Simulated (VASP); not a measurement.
# InAs (zinc blende) (F-43m) in VASP: vibrations by perturbation theory with PBE

Aim: the vibrations by perturbation theory of InAs (zinc blende) with PBE.

Everything below comes from runs of VASP 6.6.1. Logs are shortened: lines on timing, memory, paths and dates and some standing lists are left out, and cuts for length are marked.

## (1) The cell of the first run

The structure is cubic, space group F-43m (No. 216). Conventional cell: a = 6.038 Å, b = 6.038 Å, c = 6.038 Å, α = 90.00°, β = 90.00°, γ = 90.00°. In (site symmetry -43m) has 4 As at 2.61 Å within 3.4 Å. As (site symmetry -43m) has 4 In at 2.61 Å within 3.4 Å.

## (2) Vibrations by perturbation theory, PBE

The input, INCAR:

```
SYSTEM = InAs
  PREC = Accurate
  ENCUT = 520
  EDIFF = 1E-8
  ISMEAR = 0
  SIGMA = 0.02
  LREAL = .FALSE.
  LASPH = .TRUE.
  NELM = 60
  ALGO = Normal
  ISIF = 2
  LWAVE = .FALSE.
  LCHARG = .FALSE.
  GGA = PE
  IBRION = 8
  NSW = 1
```

The input, KPOINTS:

```
regular mesh
0
G
  12 12 12
  0 0 0
```

The input, POSCAR:

```
InAs
1.0
    0.0000000000      3.0188694895      3.0188694895
    3.0188694895      0.0000000000      3.0188694895
    3.0188694895      3.0188694895      0.0000000000
In As
1 1
Direct
    0.0000000000      0.0000000000      0.0000000000
    0.2500000000      0.2500000000      0.2500000000
```

Potentials or basis: VASP PAW PBE potentials, release 64 (In_d, As).

Command:

```bash
$ cat potpaw_PBE.64/In_d/POTCAR potpaw_PBE.64/As/POTCAR > POTCAR
$ mpirun -np 1 vasp_std > vasp.out
```

OUTCAR:

```text
SYSTEM = InAs
   PREC = Accurate
   ENCUT = 520
   EDIFF = 1E-8
   ISMEAR = 0
   LREAL = .FALSE.
   LASPH = .TRUE.
   NELM = 60
   ISIF = 2
   GGA = PE
   IBRION = 8
   NSW = 1

 ion  position               nearest neighbor table
   1  0.000  0.000  0.000-   2 2.61   2 2.61   2 2.61   2 2.61
   2  0.250  0.250  0.250-   1 2.61   1 2.61   1 2.61   1 2.61

  LATTYP: Found a face centered cubic cell.
 ALAT       =     6.0377389790

  Lattice vectors:

 A1 = (   0.0000000000,   3.0188694895,   3.0188694895)
 A2 = (   3.0188694895,   0.0000000000,   3.0188694895)
 A3 = (   3.0188694895,   3.0188694895,   0.0000000000)

Analysis of symmetry for initial positions (statically):
=====================================================================
 Subroutine PRICEL returns:
 Original cell was already a primitive cell.

 Routine SETGRP: Setting up the symmetry group for a
 face centered cubic supercell.

 Subroutine GETGRP returns: Found 24 space group operations
 (whereof 24 operations were pure point group operations)
 out of a pool of 48 trial point group operations.

The static configuration has the point symmetry T_d .

Analysis of symmetry for dynamics (positions and initial velocities):
=====================================================================
 Subroutine PRICEL returns:
 Original cell was already a primitive cell.

 Routine SETGRP: Setting up the symmetry group for a
 face centered cubic supercell.

 Subroutine GETGRP returns: Found 24 space group operations
 (whereof 24 operations were pure point group operations)
 out of a pool of 48 trial point group operations.

The dynamic configuration has the point symmetry T_d .

 Subroutine INISYM returns: Found 24 space group operations
 (whereof 24 operations are pure point group operations),
 and found     1 'primitive' translations

----------------------------------------------------------------------------------------

                                     Primitive cell

  volume of cell :      55.0254

  direct lattice vectors                    reciprocal lattice vectors
     0.000000000  3.018869490  3.018869490    -0.165624914  0.165624914  0.165624914
     3.018869490  0.000000000  3.018869490     0.165624914 -0.165624914  0.165624914
     3.018869490  3.018869490  0.000000000     0.165624914  0.165624914 -0.165624914

  length of vectors
     4.269326175  4.269326175  4.269326175     0.286870766  0.286870766  0.286870766

  position of ions in fractional coordinates (direct lattice)
     0.000000000  0.000000000  0.000000000
     0.250000000  0.250000000  0.250000000

  ion indices of the primitive-cell ions
   primitive index   ion index
                 1           1
                 2           2

----------------------------------------------------------------------------------------

 KPOINTS: regular mesh

Automatic generation of k-mesh.
 Grid dimensions read from file:
 generate k-points for:   12   12   12

 Generating k-lattice:

  Cartesian coordinates                     Fractional coordinates (reciprocal lattice)
    -0.013802076  0.013802076  0.013802076     0.083333333  0.000000000  0.000000000
     0.013802076 -0.013802076  0.013802076     0.000000000  0.083333333  0.000000000
     0.013802076  0.013802076 -0.013802076     0.000000000  0.000000000  0.083333333

  Length of vectors
     0.023905897  0.023905897  0.023905897

  Shift w.r.t. Gamma in fractional coordinates (k-lattice)
     0.000000000  0.000000000  0.000000000

 Subroutine IBZKPT returns following result:
 ===========================================

 Found     72 irreducible k-points:

 Following reciprocal coordinates:
            Coordinates               Weight
  0.000000  0.000000  0.000000      1.000000
  0.083333  0.000000  0.000000      8.000000
  0.166667  0.000000  0.000000      8.000000
  0.250000  0.000000  0.000000      8.000000
  0.333333  0.000000  0.000000      8.000000
  0.416667  0.000000  0.000000      8.000000
[... 16 lines left out ...]
  0.500000  0.166667  0.000000     24.000000
 -0.416667  0.166667  0.000000     24.000000
 [... further k-points ...]
   k-points           NKPTS =     72   k-points in BZ     NKDIM =     72   number of bands    NBANDS=     13
   number of dos      NEDOS =    301   number of ions     NIONS =      2
   total plane-waves  NPLWV =  32768
   dimension x,y,z NGX =    32 NGY =   32 NGZ =   32
   dimension x,y,z NGXF=    64 NGYF=   64 NGZF=   64
   ions per type =               1   1
   NGX,Y,Z   is equivalent  to a cutoff of  12.46, 12.46, 12.46 a.u.
   NGXF,Y,Z  is equivalent  to a cutoff of  24.92, 24.92, 24.92 a.u.
 SYSTEM =  InAs
   PREC   = accura    normal or accurate (medium, high low for compatibility)
   ISTART =      0    job   : 0-new  1-cont  2-samecut
   ICHARG =      2    charge: 1-file 2-atom 10-const
   ISPIN  =      1    spin polarized calculation?
   LNONCOLLINEAR =      F non collinear calculations
   LSORBIT =      F    spin-orbit coupling
   LASPH  =      T    aspherical Exc in radial PAW
   ENCUT  =  520.0 eV  38.22 Ry    6.18 a.u.   7.94  7.94  7.94*2*pi/ulx,y,z
   NELM   =     60;   NELMIN=  2; NELMDL= -5     # of ELM steps
   EDIFF  = 0.1E-07   stopping-criterion for ELM
   LREAL  =      F    real-space projection
   EDIFFG = 0.1E-06   stopping-criterion for IOM
   NSW    =      1    number of steps for IOM
   IBRION =      8    ionic relax: 0-MD 1-quasi-New 2-CG
   NFREE  =      0    steps in history (QN), initial steepest desc. (CG)
   ISIF   =      2    stress and relaxation
   ISYM   =      2    0-nonsym 1-usesym 2-fastsym
   POTIM  = 0.5000    time-step for ionic-motion
   TEBEG  =    0.0;   TEEND  =   0.0 temperature during run
   PSTRESS=    0.0 pullay stress
   NELECT =      18.0000    total number of electrons
   NUPDOWN=      -1.0000    fix difference up-down
   EMIN   =  10.00;   EMAX   =-10.00  energy-range for DOS
   EFERMI =   0.00;   METHOD = LEGACY
   ISMEAR =     0;   SIGMA  =   0.02  broadening in eV -4-tet -1-fermi 0-gaus
   EFERMI_NEDOS =   21; number of points for ismear=-14 and -15
   IALGO  =     38    algorithm
   IMIX   =      4    mixing-type and parameters
     AMIX     =   0.40;   BMIX     =  1.00
     AMIX_MAG =   1.60;   BMIX_MAG =  1.00
  volume/ion in A,a.u.               =      27.51       185.66
  Fermi-wavevector in a.u.,A,eV,Ry     =   1.128006  2.131622 17.312013  1.272397
  Thomas-Fermi vector in A             =   2.264694
   LORBIT       =      0    0 simple, 1 ext, 2 COOP (PROOUT), +10 PAW based schemes
   GGA     = PE    functional components
   LHFCALC =     F    Hartree Fock is set to
   AEXX    =    0.0000 exact exchange contribution
   IVDW    =     0    specifies the selected vdW correction
   LEPSILON=     F    determine dielectric tensor
   LRPA    =     F    only Hartree local field effects (RPA)
 non-spin polarized calculation
 Gauss-broadening in eV      SIGMA  =   0.02
  energy-cutoff  :      520.00
  volume of cell :       55.03
 maximum number of plane-waves:      1524
   NGX = 15   NGY = 15   NGZ = 15

--------------------------------------- Ionic step        1  -------------------------------------------

 number of electron      17.9999991 magnetization

 Free energy of the ion-electron system (eV)
  ---------------------------------------------------
  ext. energy  EPLUGINS =         0.00000000
  ---------------------------------------------------
  free energy    TOTEN  =        -7.66632292 eV

  energy without entropy =       -7.66630507  energy(sigma->0) =       -7.66631399

 E-fermi :   4.5599     XC(G=0):  -9.1133

 val. band max:        4.5537956875   @ k =   0.0000   0.0000   0.0000
 cond. band min:       5.3887139912   @ k =   0.0833   0.0000   0.0000
 fundamental gap:      0.8349183037
 Fermi energy:         4.5598869659

 k-point     1 :       0.0000    0.0000    0.0000
  band No.  band energies     occupation
      1      -9.8466      2.00000
      2      -9.8466      2.00000
      3      -9.8466      2.00000
      4      -9.7188      2.00000
      5      -9.7188      2.00000
      6      -7.3373      2.00000
      7       4.3824      2.00000
      8       4.5538      1.33334
      9       4.5538      1.33334
     10       4.5538      1.33333
     11       8.4640      0.00000
     12       8.4640      0.00000
     13       8.4640      0.00000
[... 354 lines left out ...]
  band No.  band energies     occupation
      1      -9.9812      2.00000
      2      -9.8080      2.00000
      3      -9.8021      2.00000
      4      -9.7181      2.00000
      5      -9.7125      2.00000
      6      -5.7026      2.00000
      7      -1.0960      2.00000
      8       2.1474      2.00000
      9       3.2793      2.00000
     10       6.7863      0.00000
     11       8.9030      0.00000
     12       9.9700      0.00000
     13      11.5465      0.00000

 [... further k-points ...]
[... 5 lines left out ...]
  --------------------------------------------------------------------------------------
  -------------------------------------------------------------------------------------
  Total        1.4709937      1.4709937      1.4709937     -0.0000000      0.0000000      0.0000000
  in kB       42.8310166     42.8310166     42.8310166     -0.0000000      0.0000000      0.0000000
  external PRESSURE =      42.8310166 kB  Pullay stress =       0.0000000 kB

 VOLUME and BASIS-vectors are now :
 -----------------------------------------------------------------------------
  energy-cutoff  :      520.00
  volume of cell :       55.03
      direct lattice vectors                 reciprocal lattice vectors
     0.000000000  3.018869490  3.018869490    -0.165624914  0.165624914  0.165624914
     3.018869490  0.000000000  3.018869490     0.165624914 -0.165624914  0.165624914
     3.018869490  3.018869490  0.000000000     0.165624914  0.165624914 -0.165624914

 POSITION                                       TOTAL-FORCE (eV/Angst)
 -----------------------------------------------------------------------------------
      0.00000      0.00000      0.00000         0.000000      0.000000      0.000000
      1.50943      1.50943      1.50943        -0.000000     -0.000000     -0.000000
 -----------------------------------------------------------------------------------
    total drift:                               -0.000000     -0.000000     -0.000000

  FREE ENERGIE OF THE ION-ELECTRON SYSTEM (eV)
  ---------------------------------------------------
  free  energy   TOTEN  =        -7.6663229204 eV

  energy  without entropy=       -7.6663050660  energy(sigma->0) =       -7.66631399

[... ionic steps 2 to 3 ...]

--------------------------------------- Ionic step        4  -------------------------------------------

------------------------ aborting loop because EDIFF is reached ----------------------------------------

[... ionic steps 5 to 6 ...]

--------------------------------------- Ionic step        7  -------------------------------------------

 Free energy of the ion-electron system (eV)
  ---------------------------------------------------
  ---------------------------------------------------
  free energy    TOTEN  =        -0.04547633 eV

  energy without entropy =       -0.04547633

------------------------ aborting loop because EDIFF is reached ----------------------------------------

 INTERNAL STRAIN TENSOR  FOR ION    2  DIRECTION 1   (eV/Angst):
 -----------------------------------------------------------------------------
     0.00669  0.00000  0.00000
     0.00000 -0.00218 -9.02147
     0.00000 -9.02147 -0.00218

 INTERNAL STRAIN TENSOR FOR ION    2 for displacements in x,y,z  (eV/Angst):
          X           Y           Z          XY          YZ          ZX
  --------------------------------------------------------------------------------
  x     0.00000     0.00000     0.00000     0.00000    -9.02147     0.00000
  y     0.00000     0.00000     0.00000     0.00000     0.00000    -9.02147
  z     0.00000     0.00000     0.00000    -9.02147     0.00000     0.00000

 SECOND DERIVATIVES (NOT SYMMETRIZED)
 ------------------------------------
               1X          1Y          1Z          2X          2Y          2Z
  1X    -7.848227    0.000000    0.000000    7.848227    0.000000    0.000000
  1Y     0.000000   -7.848227    0.000000    0.000000    7.848227    0.000000
  1Z     0.000000    0.000000   -7.848227    0.000000    0.000000    7.848227
  2X     7.885291    0.000000    0.000000   -7.885291    0.000000    0.000000
  2Y     0.000000    7.885291    0.000000    0.000000   -7.885291    0.000000
  2Z     0.000000    0.000000    7.885291    0.000000    0.000000   -7.885291

 Eigenvectors and eigenvalues of the dynamical matrix
 ----------------------------------------------------

   1 f  =    6.513655 THz    40.926503 2PiTHz  217.272152 cm-1    26.938301 meV
             X         Y         Z           dx          dy          dz
      0.000000  0.000000  0.000000     0.000000    0.627485    0.000000
      1.509435  1.509435  1.509435     0.000000   -0.778629    0.000000
[... 21 lines left out ...]
   6 f/i=    0.007497 THz     0.047105 2PiTHz    0.250072 cm-1     0.031005 meV
             X         Y         Z           dx          dy          dz
      0.000000  0.000000  0.000000     0.000000    0.000000    0.778629
      1.509435  1.509435  1.509435     0.000000    0.000000    0.627485

--------------------------------------------------------------------------------------------------------

 ELASTIC MODULI CONTR FROM IONIC RELAXATION (kBar)
 Direction    XX          YY          ZZ          XY          YZ          ZX
 --------------------------------------------------------------------------------
 XX          -0.0000      0.0000      0.0000     -0.0000      0.0000      0.0000
 YY           0.0000     -0.0000      0.0000     -0.0000     -0.0000     -0.0000
 ZZ           0.0000      0.0000     -0.0000      0.0000     -0.0000      0.0000
 XY          -0.0000     -0.0000      0.0000   -297.2983      0.0000      0.0000
 YZ           0.0000     -0.0000     -0.0000      0.0000   -297.2983      0.0000
 ZX           0.0000     -0.0000      0.0000      0.0000      0.0000   -297.2983
 --------------------------------------------------------------------------------
```

Run time: 9.2 min. Hardware: 1 thread of AMD EPYC 7R13 (Zen 3), shared host; peak memory 0.54 GiB.

Results:

| Item | Value |
| --- | --- |
| Highest phonon frequency at Γ, LO-TO splitting left out | 217 cm⁻¹ |

Phonon frequencies in cm⁻¹ (negative: imaginary):
| q point | frequencies |
| --- | --- |
| (0.000, 0.000, 0.000) | 0 0 0 217 217 217 |

Caveat: the cell wasn't relaxed at this level first, which shifts response properties; spin-orbit coupling is left out, which moves the levels of the heavy elements.
